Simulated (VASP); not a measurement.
Write the native input for VASP 6.6.1 that does the following.

```
Task                   : single point
Functional             : PBEsol
Potentials or basis    : VASP PAW PBE potentials, release 64 (Al, Pt)
Cutoff                 : 520 eV
k mesh                 : 12 × 12 × 12
Occupations            : gaussian, width 0.1 eV
Spin                   : no spin polarisation
Dipole correction      : no
Further INCAR settings : ALGO = Fast; EDIFF = 1e-06; NBANDS = 15
```

The structure of Al2Pt lies in POSCAR:

```
Al2Pt
1.0
    0.0000000000      2.9554228532      2.9554228532
    2.9554228532      0.0000000000      2.9554228532
    2.9554228532      2.9554228532      0.0000000000
Al Pt
2 1
Direct
    0.2500000000      0.2500000000      0.2500000000
    0.7500000000      0.7500000000      0.7500000000
    0.0000000000      0.0000000000      0.0000000000
```

These files were run (other wordings do the same):

INCAR

```
SYSTEM = Al2Pt
PREC = Accurate
ENCUT = 520
EDIFF = 1E-6
ISMEAR = 0
SIGMA = 0.1
LREAL = .FALSE.
LASPH = .TRUE.
NELM = 100
ALGO = Fast
ISIF = 2
LWAVE = .FALSE.
LCHARG = .FALSE.
GGA = PS
NBANDS = 15
```

KPOINTS

```
regular mesh
0
G
  12 12 12
  0 0 0
```

Potentials or basis: VASP PAW PBE potentials, release 64 (Al, Pt).

Launch:

```sh
$ cat potpaw_PBE.64/Al/POTCAR potpaw_PBE.64/Pt/POTCAR > POTCAR
$ mpirun -np 1 vasp_std > vasp.out
```

It gave:

```
Pressure               : -1.0 GPa
Band gap on the k mesh : zero (band 8 reaches 11.58 eV, above the bottom of band 9 at 6.18 eV)
```

Caveat: the PAW data sets were made with another functional, which shifts forces and pressure a little; spin-orbit coupling is left out, which moves the levels of the heavy elements.

Wall time 46 s on 1 thread of Intel(R) Xeon(R) Platinum 8375C CPU @ 2.90GHz (Ice Lake), with other jobs on the host, peak memory 0.21 GiB.
